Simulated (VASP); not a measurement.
# AlN (P6_3mc) in VASP: vibrations by perturbation theory with PBEsol

Aim: the vibrations by perturbation theory of AlN with PBEsol.

Everything below comes from runs of VASP 6.6.1. Logs are shortened: lines on timing, memory, paths and dates and some standing lists are left out, and cuts for length are marked.

**1. The cell of the first run**

It takes space group P6_3mc (No. 186, hexagonal). The conventional cell has a = 3.114 Å, b = 3.114 Å, c = 4.983 Å, α = 90.00°, β = 90.00°, γ = 120.00°. Within 2.5 Å of Al (site symmetry 3m) lie 4 N at 1.89 to 1.90 Å. N (site symmetry 3m) has 4 Al at 1.89 to 1.90 Å within 2.5 Å.

**2. Vibrations by perturbation theory, PBEsol**

INCAR reads:

```
SYSTEM = AlN
ALGO = Normal
EDIFF = 1E-8
ENCUT = 600
GGA = PS
GGA_COMPAT = .False.
IBRION = 8
ISIF = 2
ISMEAR = 0
KPAR = 4
LASPH = .True.
LCHARG = .False.
LREAL = .False.
LWAVE = .False.
NELM = 120
NSW = 1
PREC = Accurate
SIGMA = 0.05
```

KPOINTS reads:

```
k-points
0
Gamma
  8 8 8
  0 0 0
```

POSCAR reads:

```
AlN
1.0
   -3.1136926464      0.0000000000      0.0000000000
    0.0000000000      5.3930738627      0.0000000000
    1.5568463232     -2.6965369313     -4.9834165464
Al N
4 4
Direct
    0.9992459620      0.3325792953      0.9984919239
    0.4992459620      0.8325792953      0.9984919239
    0.2492459620      0.9159126286      0.4984919239
    0.7492459620      0.4159126286      0.4984919239
    0.8082540380      0.1415873714      0.6165080761
    0.3082540380      0.6415873714      0.6165080761
    0.0582540380      0.7249207047      0.1165080761
    0.5582540380      0.2249207047      0.1165080761
```

Potentials or basis: VASP PAW PBE potentials, release 64 (Al, N).

Run with:

```sh
$ cat potpaw_PBE.64/Al/POTCAR potpaw_PBE.64/N/POTCAR > POTCAR
$ mpirun -np 4 vasp_std > vasp.out
```

OUTCAR:

```text
SYSTEM = AlN
   EDIFF = 1E-8
   ENCUT = 600
   GGA = PS
   IBRION = 8
   ISIF = 2
   ISMEAR = 0
   LASPH = .True.
   LREAL = .False.
   NELM = 120
   NSW = 1
   PREC = Accurate

 ion  position               nearest neighbor table
   1  0.999  0.333  0.998-   8 1.89   7 1.89   8 1.89   5 1.90   4 3.07   3 3.07   4 3.07   4 3.07
                             3 3.07   3 3.07   2 3.11   2 3.11   2 3.11   2 3.11
   2  0.499  0.833  0.998-   7 1.89   8 1.89   7 1.89   6 1.90   3 3.07   4 3.07   3 3.07   3 3.07
                             4 3.07   4 3.07   1 3.11   1 3.11   1 3.11   1 3.11
   3  0.249  0.916  0.498-   6 1.89   5 1.89   5 1.89   7 1.90   2 3.07   1 3.07   2 3.07   2 3.07
                             1 3.07   1 3.07   4 3.11   4 3.11   4 3.11   4 3.11
   4  0.749  0.416  0.498-   5 1.89   6 1.89   6 1.89   8 1.90   1 3.07   2 3.07   1 3.07   1 3.07
                             2 3.07   2 3.07   3 3.11   3 3.11   3 3.11   3 3.11
   5  0.808  0.142  0.617-   4 1.89   3 1.89   3 1.89   1 1.90
   6  0.308  0.642  0.617-   3 1.89   4 1.89   4 1.89   2 1.90
   7  0.058  0.725  0.117-   2 1.89   1 1.89   2 1.89   3 1.90
   8  0.558  0.225  0.117-   1 1.89   2 1.89   1 1.89   4 1.90

  LATTYP: Found a body centered orthorhombic cell.
 ALAT       =     3.1136926464
 B/A-ratio  =     1.7320508076
 C/A-ratio  =     3.2009688253

  Lattice vectors:

 A1 = (  -1.5568463232,   2.6965369313,   4.9834165464)
 A2 = (   1.5568463232,  -2.6965369314,   4.9834165464)
 A3 = (   1.5568463232,   2.6965369314,  -4.9834165464)

Analysis of symmetry for initial positions (statically):
=====================================================================
 Subroutine PRICEL returns following result:

  LATTYP: Found a hexagonal cell.
 ALAT       =     3.1136926464
 C/A-ratio  =     1.6004844127

  Lattice vectors:

[... 840 lines left out ...]
 -----------------------------------------------------------------------------
     5.59977  0.00000  0.00000
     0.00000  5.60080  0.04627
     0.00000 -0.03786-12.39924

 INTERNAL STRAIN TENSOR FOR ION    8 for displacements in x,y,z  (eV/Angst):
          X           Y           Z          XY          YZ          ZX
  --------------------------------------------------------------------------------
  x     0.00000     0.00000     0.00000    10.61517     0.00000     5.36277
  y    10.64363   -10.64273    -0.00011     0.00000     5.38260     0.00000
  z     5.59977     5.60080   -12.39924     0.00000     0.03786     0.00000

 SECOND DERIVATIVES (NOT SYMMETRIZED)
 ------------------------------------
               1X          1Y          1Z          2X          2Y          2Z          3X          3Y          3Z          4X          4Y          4Z          5X          5Y          5Z          6X          6Y          6Z          7X          7Y          7Z          8X          8Y          8Z
  1X   -16.424320    0.000000    0.000000    0.732379    0.000000    0.000000    0.333126    0.000000    0.000000    0.333152    0.000000    0.000000    1.444591    0.000000    0.000000   -0.006116    0.000000    0.000000    1.375557    0.000000    0.000000   12.211631    0.000000    0.000000
  1Y     0.000000  -22.817391   -0.806701    0.000000    7.125897    0.806363    0.000000    0.333547   -3.662773    0.000000    0.332445    3.663022    0.000000    1.756143    1.065727    0.000000   -0.318440   -1.066083    0.000000    7.140743   -2.178222    0.000000    6.447057    2.178667
  1Z     0.000000   -0.805922  -20.190722    0.000000    0.805749   -0.701983    0.000000   -3.662202    4.167515    0.000000    3.661594    4.165440    0.000000    0.325191    7.560005    0.000000   -0.326563   -1.169579    0.000000   -2.123023    1.527890    0.000000    2.125176    4.641435
  2X     0.732379    0.000000    0.000000  -16.424320    0.000000    0.000000    0.333152    0.000000    0.000000    0.333126    0.000000    0.000000   -0.006116    0.000000    0.000000    1.444591    0.000000    0.000000   12.211631    0.000000    0.000000    1.375557    0.000000    0.000000
  2Y     0.000000    7.125897    0.806363    0.000000  -22.817391   -0.806701    0.000000    0.332445    3.663022    0.000000    0.333547   -3.662773    0.000000   -0.318440   -1.066083    0.000000    1.756143    1.065727    0.000000    6.447057    2.178667    0.000000    7.140743   -2.178222
  2Z     0.000000    0.805749   -0.701983    0.000000   -0.805922  -20.190722    0.000000    3.661594    4.165440    0.000000   -3.662202    4.167515    0.000000   -0.326563   -1.169579    0.000000    0.325191    7.560005    0.000000    2.125176    4.641435    0.000000   -2.123023    1.527890
  3X     0.333152    0.000000    0.000000    0.333126    0.000000    0.000000  -16.424320    0.000000    0.000000    0.732379    0.000000    0.000000   12.211631    0.000000    0.000000    1.375557    0.000000    0.000000    1.444591    0.000000    0.000000   -0.006116    0.000000    0.000000
  3Y     0.000000    0.332445   -3.663022    0.000000    0.333547    3.662773    0.000000  -22.817391    0.806701    0.000000    7.125897   -0.806363    0.000000    6.447057   -2.178667    0.000000    7.140743    2.178222    0.000000    1.756143   -1.065727    0.000000   -0.318440    1.066083
  3Z     0.000000   -3.661594    4.165440    0.000000    3.662202    4.167515    0.000000    0.805922  -20.190722    0.000000   -0.805749   -0.701983    0.000000   -2.125176    4.641435    0.000000    2.123023    1.527890    0.000000   -0.325191    7.560005    0.000000    0.326563   -1.169579
  4X     0.333126    0.000000    0.000000    0.333152    0.000000    0.000000    0.732379    0.000000    0.000000  -16.424320    0.000000    0.000000    1.375557    0.000000    0.000000   12.211631    0.000000    0.000000   -0.006116    0.000000    0.000000    1.444591    0.000000    0.000000
  4Y     0.000000    0.333547    3.662773    0.000000    0.332445   -3.663022    0.000000    7.125897   -0.806363    0.000000  -22.817391    0.806701    0.000000    7.140743    2.178222    0.000000    6.447057   -2.178667    0.000000   -0.318440    1.066083    0.000000    1.756143   -1.065727
  4Z     0.000000    3.662202    4.167515    0.000000   -3.661594    4.165440    0.000000   -0.805749   -0.701983    0.000000    0.805922  -20.190722    0.000000    2.123023    1.527890    0.000000   -2.125176    4.641435    0.000000    0.326563   -1.169579    0.000000   -0.325191    7.560005
  5X     1.444233    0.000000    0.000000   -0.007148    0.000000    0.000000   12.211301    0.000000    0.000000    1.376662    0.000000    0.000000  -16.932339    0.000000    0.000000    1.195201    0.000000    0.000000    0.355517    0.000000    0.000000    0.356575    0.000000    0.000000
  5Y     0.000000    1.755617    0.328005    0.000000   -0.320924   -0.327717    0.000000    6.451734   -2.124655    0.000000    7.132534    2.124289    0.000000  -20.307297   -0.047238    0.000000    4.579330    0.047712    0.000000    0.355016   -1.707974    0.000000    0.353990    1.707578
  5Z     0.000000    1.062226    7.554854    0.000000   -1.061960   -1.172849    0.000000   -2.178218    4.645041    0.000000    2.177988    1.528676    0.000000   -0.045867  -19.216770    0.000000    0.046371   -0.235567    0.000000   -1.708441    3.448614    0.000000    1.707901    3.448001
  6X    -0.007148    0.000000    0.000000    1.444233    0.000000    0.000000    1.376662    0.000000    0.000000   12.211301    0.000000    0.000000    1.195201    0.000000    0.000000  -16.932339    0.000000    0.000000    0.356575    0.000000    0.000000    0.355517    0.000000    0.000000
  6Y     0.000000   -0.320924   -0.327717    0.000000    1.755617    0.328005    0.000000    7.132534    2.124289    0.000000    6.451734   -2.124655    0.000000    4.579330    0.047712    0.000000  -20.307297   -0.047238    0.000000    0.353990    1.707578    0.000000    0.355016   -1.707974
  6Z     0.000000   -1.061960   -1.172849    0.000000    1.062226    7.554854    0.000000    2.177988    1.528676    0.000000   -2.178218    4.645041    0.000000    0.046371   -0.235567    0.000000   -0.045867  -19.216770    0.000000    1.707901    3.448001    0.000000   -1.708441    3.448614
  7X     1.376662    0.000000    0.000000   12.211301    0.000000    0.000000    1.444233    0.000000    0.000000   -0.007148    0.000000    0.000000    0.356575    0.000000    0.000000    0.355517    0.000000    0.000000  -16.932339    0.000000    0.000000    1.195201    0.000000    0.000000
  7Y     0.000000    7.132534   -2.124289    0.000000    6.451734    2.124655    0.000000    1.755617   -0.328005    0.000000   -0.320924    0.327717    0.000000    0.353990   -1.707578    0.000000    0.355016    1.707974    0.000000  -20.307297    0.047238    0.000000    4.579330   -0.047712
  7Z     0.000000   -2.177988    1.528676    0.000000    2.178218    4.645041    0.000000   -1.062226    7.554854    0.000000    1.061960   -1.172849    0.000000   -1.707901    3.448001    0.000000    1.708441    3.448614    0.000000    0.045867  -19.216770    0.000000   -0.046371   -0.235567
  8X    12.211301    0.000000    0.000000    1.376662    0.000000    0.000000   -0.007148    0.000000    0.000000    1.444233    0.000000    0.000000    0.355517    0.000000    0.000000    0.356575    0.000000    0.000000    1.195201    0.000000    0.000000  -16.932339    0.000000    0.000000
  8Y     0.000000    6.451734    2.124655    0.000000    7.132534   -2.124289    0.000000   -0.320924    0.327717    0.000000    1.755617   -0.328005    0.000000    0.355016    1.707974    0.000000    0.353990   -1.707578    0.000000    4.579330   -0.047712    0.000000  -20.307297    0.047238
  8Z     0.000000    2.178218    4.645041    0.000000   -2.177988    1.528676    0.000000    1.061960   -1.172849    0.000000   -1.062226    7.554854    0.000000    1.708441    3.448614    0.000000   -1.707901    3.448001    0.000000   -0.046371   -0.235567    0.000000    0.045867  -19.216770

 Eigenvectors and eigenvalues of the dynamical matrix
 ----------------------------------------------------

   1 f  =   21.556271 THz   135.442047 2PiTHz  719.039812 cm-1    89.149534 meV
             X         Y         Z           dx          dy          dz
     -1.556846 -0.898846 -4.975901     0.000000   -0.068449   -0.037951
     -0.000000  1.797691 -4.975901    -0.000000    0.068449    0.037951
     -0.000000  3.595383 -2.484193    -0.000000   -0.060448   -0.021652
     -1.556846  0.898846 -2.484193    -0.000000    0.060448    0.021652
     -1.556846 -0.898846 -3.072317     0.000000   -0.431418    0.221566
      0.000000  1.797691 -3.072317     0.000000    0.431418   -0.221566
      0.000000  3.595383 -0.580608     0.000000    0.448015   -0.231995
     -1.556846  0.898846 -0.580608    -0.000000   -0.448015    0.231995
[... 243 lines left out ...]
  24 f/i=    0.002061 THz     0.012949 2PiTHz    0.068746 cm-1     0.008523 meV
             X         Y         Z           dx          dy          dz
     -1.556846 -0.898846 -4.975901    -0.000000    0.405667    0.000000
     -0.000000  1.797691 -4.975901    -0.000000    0.405667    0.000000
     -0.000000  3.595383 -2.484193    -0.000000    0.405667   -0.000000
     -1.556846  0.898846 -2.484193    -0.000000    0.405667   -0.000000
     -1.556846 -0.898846 -3.072317    -0.000000    0.292291    0.000000
      0.000000  1.797691 -3.072317    -0.000000    0.292291    0.000000
      0.000000  3.595383 -0.580608    -0.000000    0.292291   -0.000000
     -1.556846  0.898846 -0.580608    -0.000000    0.292291   -0.000000

--------------------------------------------------------------------------------------------------------

 ELASTIC MODULI CONTR FROM IONIC RELAXATION (kBar)
 Direction    XX          YY          ZZ          XY          YZ          ZX
 --------------------------------------------------------------------------------
 XX        -732.9325    352.2717    421.6088     -0.0000     -0.0000     -0.0000
 YY         352.2717   -733.4335    422.2497     -0.0000     -0.0000      0.0000
 ZZ         421.6088    422.2497   -934.7283      0.0000      0.0000      0.0000
 XY          -0.0000     -0.0000      0.0000   -530.2678     -0.0000      0.0000
 YZ          -0.0000     -0.0000      0.0000     -0.0000   -148.5478      0.0000
 ZX          -0.0000      0.0000      0.0000      0.0000      0.0000   -144.6789
 --------------------------------------------------------------------------------
```

It took 7.2 min on 4 MPI ranks of Intel Xeon 6975P-C (Granite Rapids), shared host; peak memory 1.1 GiB.

What came out:

```yaml
Highest_phonon_frequency_at_Γ_LO-TO_splitting_left_out: 719 cm⁻¹
```

Phonon frequencies in cm⁻¹ (negative: imaginary):
```tsv
q point	frequencies
(0.000, 0.000, 0.000)	0 0 0 235 235 264 264 292 292 543 565 565 609 655 655 663 663 666 666 666 666 715 719 719
```
